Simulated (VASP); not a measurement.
# Hf2Bi2O (P-3m1) in VASP: single point with PBE

Aim: the single point of Hf2Bi2O with PBE.

Everything below comes from runs of VASP 6.6.1. Logs are shortened: lines on timing, memory, paths and dates and some standing lists are left out, and cuts for length are marked.

## Step 1: The cell of the first run

It takes space group P-3m1 (No. 164, trigonal). Conventional cell: a = 3.478 Å, b = 3.478 Å, c = 10.837 Å, α = 90.00°, β = 90.00°, γ = 120.00°. Hf (site symmetry 3m) has 3 O at 2.31 Å and 3 Hf at 3.03 Å and 3 Bi at 3.11 Å within 3.2 Å. Bi (site symmetry 3m) has 3 Hf at 3.11 Å and 6 Bi at 3.48 Å and 3 O at 4.05 Å within 4.1 Å. Within 3.0 Å of O (site symmetry -3m) lie 6 Hf at 2.31 Å.

The cell was built from a structure type or drawn by symmetry, and may not be a known phase.

## Step 2: Single point, PBE

The input, INCAR:

```
SYSTEM = Hf2Bi2O
ALGO = Normal
EDIFF = 1E-7
ENCUT = 520
GGA = PE
ISIF = 2
ISMEAR = 0
LASPH = .TRUE.
LCHARG = .TRUE.
LELF = .TRUE.
LREAL = .FALSE.
LVHAR = .TRUE.
LWAVE = .FALSE.
NBANDS = 36
NELM = 80
PREC = Accurate
SIGMA = 0.1
```

The input, KPOINTS:

```
k-points
0
G
  12 12 4
  0 0 0
```

The input, POSCAR:

```
Hf2Bi2O
1.0
    3.4782057199      0.0000000000      0.0000000000
   -1.7391028600      3.0122145130      0.0000000000
    0.0000000000      0.0000000000     10.8367508716
Hf Bi O
2 2 1
Direct
    0.3333333333      0.6666666667      0.8952052337
    0.6666666667      0.3333333333      0.1047947663
    0.3333333333      0.6666666667      0.3244079525
    0.6666666667      0.3333333333      0.6755920475
    0.0000000000      0.0000000000      0.0000000000
```

Potentials or basis: VASP PAW PBE potentials, release 64 (Hf_pv, Bi_d, O).

The run is started by

```bash
> cat potpaw_PBE.64/Hf_pv/POTCAR potpaw_PBE.64/Bi_d/POTCAR potpaw_PBE.64/O/POTCAR > POTCAR
> mpirun -np 1 vasp_std > vasp.out
```

OUTCAR:

```text
SYSTEM = Hf2Bi2O
   EDIFF = 1E-7
   ENCUT = 520
   GGA = PE
   ISIF = 2
   ISMEAR = 0
   LASPH = .TRUE.
   LREAL = .FALSE.
   NELM = 80
   PREC = Accurate

 ion  position               nearest neighbor table
   1  0.333  0.667  0.895-   5 2.31   5 2.31   5 2.31   2 3.03   2 3.03   2 3.03   4 3.11   4 3.11
                             4 3.11
   2  0.667  0.333  0.105-   5 2.31   5 2.31   5 2.31   1 3.03   1 3.03   1 3.03   3 3.11   3 3.11
                             3 3.11
   3  0.333  0.667  0.324-   2 3.11   2 3.11   2 3.11
   4  0.667  0.333  0.676-   1 3.11   1 3.11   1 3.11
   5  0.000  0.000  0.000-   1 2.31   2 2.31   2 2.31   1 2.31   2 2.31   1 2.31

  LATTYP: Found a hexagonal cell.
 ALAT       =     3.4782057199
 C/A-ratio  =     3.1156152753

  Lattice vectors:

 A1 = (   3.4782057199,   0.0000000000,   0.0000000000)
 A2 = (  -1.7391028600,   3.0122145130,   0.0000000000)
 A3 = (   0.0000000000,   0.0000000000,  10.8367508716)

Analysis of symmetry for initial positions (statically):
=====================================================================
 Subroutine PRICEL returns:
 Original cell was already a primitive cell.

 Routine SETGRP: Setting up the symmetry group for a
 hexagonal supercell.

 Subroutine GETGRP returns: Found 12 space group operations
 (whereof 12 operations were pure point group operations)
 out of a pool of 24 trial point group operations.

The static configuration has the point symmetry D_3d.

Analysis of symmetry for dynamics (positions and initial velocities):
=====================================================================
 Subroutine PRICEL returns:
 Original cell was already a primitive cell.

 Routine SETGRP: Setting up the symmetry group for a
 hexagonal supercell.

 Subroutine GETGRP returns: Found 12 space group operations
 (whereof 12 operations were pure point group operations)
 out of a pool of 24 trial point group operations.

The dynamic configuration has the point symmetry D_3d.

 Subroutine INISYM returns: Found 12 space group operations
 (whereof 12 operations are pure point group operations),
 and found     1 'primitive' translations

----------------------------------------------------------------------------------------

                                     Primitive cell
[... 96 lines left out ...]
   NELM   =     80;   NELMIN=  2; NELMDL= -5     # of ELM steps
   EDIFF  = 0.1E-06   stopping-criterion for ELM
   LREAL  =      F    real-space projection
   EDIFFG = 0.1E-05   stopping-criterion for IOM
   NSW    =      0    number of steps for IOM
   IBRION =     -1    ionic relax: 0-MD 1-quasi-New 2-CG
   NFREE  =      0    steps in history (QN), initial steepest desc. (CG)
   ISIF   =      2    stress and relaxation
   ISYM   =      2    0-nonsym 1-usesym 2-fastsym
   POTIM  = 0.5000    time-step for ionic-motion
   TEBEG  =    0.0;   TEEND  =   0.0 temperature during run
   PSTRESS=    0.0 pullay stress
   NELECT =      56.0000    total number of electrons
   NUPDOWN=      -1.0000    fix difference up-down
   EMIN   =  10.00;   EMAX   =-10.00  energy-range for DOS
   EFERMI =   0.00;   METHOD = LEGACY
   ISMEAR =     0;   SIGMA  =   0.10  broadening in eV -4-tet -1-fermi 0-gaus
   EFERMI_NEDOS =   21; number of points for ismear=-14 and -15
   IALGO  =     38    algorithm
   IMIX   =      4    mixing-type and parameters
     AMIX     =   0.40;   BMIX     =  1.00
     AMIX_MAG =   1.60;   BMIX_MAG =  1.00
  volume/ion in A,a.u.               =      22.71       153.24
  Fermi-wavevector in a.u.,A,eV,Ry     =   1.293473  2.444310 22.763538  1.673073
  Thomas-Fermi vector in A             =   2.425117
   LORBIT       =      0    0 simple, 1 ext, 2 COOP (PROOUT), +10 PAW based schemes
   GGA     = PE    functional components
   LHFCALC =     F    Hartree Fock is set to
   AEXX    =    0.0000 exact exchange contribution
   IVDW    =     0    specifies the selected vdW correction
   LEPSILON=     F    determine dielectric tensor
   LRPA    =     F    only Hartree local field effects (RPA)
 non-spin polarized calculation
 Gauss-broadening in eV      SIGMA  =   0.10
  energy-cutoff  :      520.00
  volume of cell :      113.54
 maximum number of plane-waves:      3112
 NGX is ok and might be reduce to    28
   NGX = 13   NGY = 13   NGZ = 41

 number of electron      56.0000010 magnetization

 Free energy of the ion-electron system (eV)
  ---------------------------------------------------
  ext. energy  EPLUGINS =         0.00000000
  ---------------------------------------------------
  free energy    TOTEN  =       -37.11190115 eV

  energy without entropy =      -37.09670948  energy(sigma->0) =      -37.10430532

 E-fermi :   6.9703     XC(G=0): -10.6411

 val. band max:        6.9522181374   @ k =  -0.0833   0.2500   0.2500
 cond. band min:       6.9887634808   @ k =   0.0833   0.0833   0.2500
 fundamental gap:      0.0365453434
 Fermi energy:         6.9702500968

 k-point     1 :       0.0000    0.0000    0.0000
  band No.  band energies     occupation
      1     -24.9108      2.00000
      2     -24.5186      2.00000
      3     -24.5186      2.00000
      4     -24.3996      2.00000
      5     -24.3996      2.00000
      6     -24.3217      2.00000
[... 925 lines left out ...]
     35      10.3110      0.00000
     36      10.4816      0.00000

 [... further k-points ...]

------------------------ aborting loop because EDIFF is reached ----------------------------------------

  FORCE on cell =-STRESS in cart. coord.  units (eV):
  Direction    XX          YY          ZZ          XY          YZ          ZX
  --------------------------------------------------------------------------------------
  -------------------------------------------------------------------------------------
  Total       -0.5195318     -0.5195318     -0.4163804      0.0000000      0.0000000      0.0000000
  in kB       -7.3313249     -7.3313249     -5.8757129      0.0000000      0.0000000      0.0000000
  external PRESSURE =      -6.8461209 kB  Pullay stress =       0.0000000 kB

 VOLUME and BASIS-vectors are now :
 -----------------------------------------------------------------------------
  energy-cutoff  :      520.00
  volume of cell :      113.54
      direct lattice vectors                 reciprocal lattice vectors
     3.478205720  0.000000000  0.000000000     0.287504559  0.165990834  0.000000000
    -1.739102860  3.012214513  0.000000000     0.000000000  0.331981669  0.000000000
     0.000000000  0.000000000 10.836750872     0.000000000  0.000000000  0.092278582

 POSITION                                       TOTAL-FORCE (eV/Angst)
 -----------------------------------------------------------------------------------
     -0.00000      2.00814      9.70112         0.000000      0.000000      0.112618
      1.73910      1.00407      1.13563        -0.000000      0.000000     -0.112618
     -0.00000      2.00814      3.51553         0.000000     -0.000000     -0.018787
      1.73910      1.00407      7.32122        -0.000000      0.000000      0.018787
      0.00000      0.00000      0.00000        -0.000000      0.000000      0.000000
 -----------------------------------------------------------------------------------
    total drift:                                0.000000      0.000000      0.000000

  FREE ENERGIE OF THE ION-ELECTRON SYSTEM (eV)
  ---------------------------------------------------
  free  energy   TOTEN  =       -37.1119011522 eV

  energy  without entropy=      -37.0967094811  energy(sigma->0) =      -37.10430532
```

It took 10 min on 1 thread of Intel Xeon 8259CL, shared host; peak memory 0.42 GiB.

Results:

```yaml
Free_energy: -37.1119 eV
Pressure: -0.7 GPa
Largest_force: 0.113 eV/Å
Band_gap_on_the_k_mesh: zero (bands 28 and 29 overlap by 1.87 eV)
```

Forces in eV/Å, atoms in the order of the input:
```
Hf   0.000  0.000  0.113
Hf   0.000  0.000 -0.113
Bi   0.000  0.000 -0.019
Bi   0.000  0.000  0.019
O    0.000  0.000  0.000
```

Stress tensor (GPa, compression positive):
```
-0.73  0.00  0.00
 0.00 -0.73  0.00
 0.00  0.00 -0.59
```

Caveat: spin-orbit coupling is left out, which moves the levels of the heavy elements.
